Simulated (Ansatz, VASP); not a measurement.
One calculation of C, two programs

```
C
1.0
     1.65024    0.00000   -0.00052
     0.00000    2.46443    0.00000
    -0.39184    0.00000    5.43206
C
2
Direct
  0.51917 0.25000 0.08039
  0.48083 0.75000 0.91961
```

Alike in both runs: functional PBE; k mesh 22 × 14 × 8; occupations gaussian, width 0.02 eV; no spin polarisation.

Ansatz relaxed the structure, and its values are those at the end. VASP's run is a single point on that final structure, the one shown.

|  | VASP | Ansatz |
| --- | --- | --- |
| version | VASP 6.6.1 | Ansatz 0.2.0 |
| potentials or method | VASP PAW PBE potentials, release 64 (C), cutoff 520 eV | scalar-relativistic, plane waves, PAW |
| valence electrons in the cell | 8 | 8 |

```csv
,VASP,Ansatz,Ansatz less VASP
gap on the k mesh at the Fermi level (eV),0.32,0.32,-0.004
least direct gap on the mesh (eV),0.32,0.32,-0.004
pressure (GPa),0.4,0.0,-0.42
rms of the force components (eV/Å),0.032,0.000,-0.0317
```
